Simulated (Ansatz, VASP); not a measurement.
## PtS2: VASP beside Ansatz

```xyz
3
Lattice="3.6127 0.0000 0.0000 -1.8063 3.1287 0.0000 0.0000 0.0000 5.1376" Properties=species:S:1:pos:R:3 pbc="T T T"
Pt    0.0000    0.0000    0.0000
S     0.0000    2.0858    1.2844
S     1.8063    1.0429    3.8532
```

Alike in both runs: task single point; functional LDA; k mesh 6 × 6 × 4; occupations gaussian, width 0.1 eV; no spin polarisation.

|  | VASP | Ansatz |
| --- | --- | --- |
| version | VASP 6.6.1 | Ansatz 0.2.0 |
| potentials or method | VASP PAW LDA potentials, release 64 (Pt, S), cutoff 520 eV | scalar-relativistic, plane waves, PAW |
| valence electrons in the cell | 22 | 30 |

Ansatz gave:

| Property | Result |
| --- | --- |
| gap on the k mesh at the Fermi level (eV) | 0.41 |
| least direct gap on the mesh (eV) | 1.15 |
| pressure (GPa) | -12.1 |
| traceless stress, the component that is largest in VASP (GPa) | 0.29 |
| rms of the force components (eV/Å) | 0.616 |

Q: Estimate VASP's values.

A: gap on the k mesh at the Fermi level (eV): 0.41; least direct gap on the mesh (eV): 1.15; pressure (GPa): -12.1; traceless stress, the component that is largest in VASP (GPa): 0.31; rms of the force components (eV/Å): 0.614.

LDA's correlation is that of Perdew and Zunger in VASP and of Perdew and Wang (1992) in Ansatz. Atom by atom the forces differ by 0.002 eV/Å (rms over components). VASP's potentials hold 22 valence electrons a cell and Ansatz's 30, so a difference there can come from the potentials and not from the codes.

Spin-orbit coupling is off throughout.
